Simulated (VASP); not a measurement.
Set up this calculation in VASP 6.6.1, as the native input.

```yaml
Task: relaxation of cell and atoms
Functional: PBE
Potentials_or_basis: VASP PAW PBE potentials, release 64 (Mg, Zn, S)
Cutoff: 600 eV
k_mesh: 3 × 3 × 4
Occupations: gaussian, width 0.1 eV
Spin: no spin polarisation
Dipole_correction: no
Further_INCAR_settings: ALGO = Normal; EDIFF = 1e-06; IBRION = 2; EDIFFG = -0.04; NSW = 90; ISIF = 3
```

The structure of Mg2ZnS3 lies in POSCAR:

```
Mg2ZnS3
1.0
    6.6355195900      0.0000000000      0.0000000000
   -3.3177598000      5.7465285300      0.0000000000
    0.0000000000      0.0000000000      6.2667492900
Mg Zn S
4 2 6
Direct
    0.3333333300      0.3333333300      0.0000000000
    0.0000000000      0.6666666700      0.0000000000
    0.6666666700      0.0000000000      0.0000000000
    0.0000000000      0.0000000000      0.5000000000
    0.6666666700      0.3333333300      0.5000000000
    0.3333333300      0.6666666700      0.5000000000
    0.3333333300      0.3333333300      0.3849999900
    0.0000000000      0.6666666700      0.3849999900
    0.6666666700      0.0000000000      0.3849999900
    0.6666666700      0.3333333300      0.8849999900
    0.3333333300      0.6666666700      0.8849999900
    0.0000000000      0.0000000000      0.8849999900
```

The input as run:

INCAR

```
PREC = Accurate
ENCUT = 600
EDIFF = 1E-6
ISMEAR = 0
SIGMA = 0.1
LREAL = False
LASPH = True
NELM = 60
ALGO = Normal
ISIF = 3
LWAVE = False
LCHARG = False
GGA = PE
IBRION = 2
NSW = 90
EDIFFG = -0.04
```

KPOINTS

```
regular mesh
0
Gamma
  3 3 4
```

Potentials or basis: VASP PAW PBE potentials, release 64 (Mg, Zn, S).

Run with:

```console
$ cat potpaw_PBE.64/Mg/POTCAR potpaw_PBE.64/Zn/POTCAR potpaw_PBE.64/S/POTCAR > POTCAR
$ mpirun -np 1 vasp_std > vasp.out
```

It gave:

* Relaxed volume: 22.17 Å³/atom
* Relaxed cell: a = 6.905 Å, b = 6.905 Å, c = 6.442 Å, α = 90.00°, β = 90.00°, γ = 120.00°
* Space group after relaxing (to 0.05 Å): P31m (No. 157)
* Energy gained by relaxing: 65.2 meV/atom
* Ionic steps: 7
* Pressure after relaxing: -0.2 GPa
* Largest force after relaxing: 0.026 eV/Å
* Band gap on the k mesh: 2.79 eV, direct

Wall time 5.7 min on 1 thread of Intel(R) Xeon(R) 6975P-C (Granite Rapids), on a shared host, peak memory 0.46 GiB.
